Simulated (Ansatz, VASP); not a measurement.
**One calculation of Ga4As3P, two programs**

```
Ga P As
1.0
     3.88492    0.00000    0.00000
     0.00000    3.88492    5.49411
     0.00000   -3.88492    5.49411
Ga P As
4 1 3
Direct
  0.00000 0.50000 0.00000
  0.50000 0.00000 0.00000
  0.50000 0.50000 0.50000
  0.00000 0.00000 0.50000
  0.00000 0.87500 0.87500
  0.50000 0.37500 0.87500
  0.00000 0.37500 0.37500
  0.50000 0.87500 0.37500
```

Alike in both runs: task relaxation of cell and atoms; functional PBE; k mesh 4 × 4 × 4; occupations gaussian, width 0.1 eV; no spin polarisation.

|  | VASP | Ansatz |
| --- | --- | --- |
| version | VASP 6.6.1 | Ansatz 0.2.0 |
| potentials or method | VASP PAW PBE potentials, release 64 (Ga_d, P, As), cutoff 600 eV | scalar-relativistic, plane waves, PAW |
| valence electrons in the cell | 72 | 102 |

Ansatz gave:

* gap on the k mesh at the Fermi level, each at its own relaxed structure (eV): 0.46
* relaxed volume (Å³/atom): 22.89
* relaxed length of the cell vector where the two differ most in proportion (Å): 4.031

Which values does VASP return?

gap on the k mesh at the Fermi level, each at its own relaxed structure (eV): 0.44; relaxed volume (Å³/atom): 22.96; relaxed length of the cell vector where the two differ most in proportion (Å): 4.040.

VASP's potentials hold 72 valence electrons a cell and Ansatz's 102, so a difference there can come from the potentials and not from the codes.
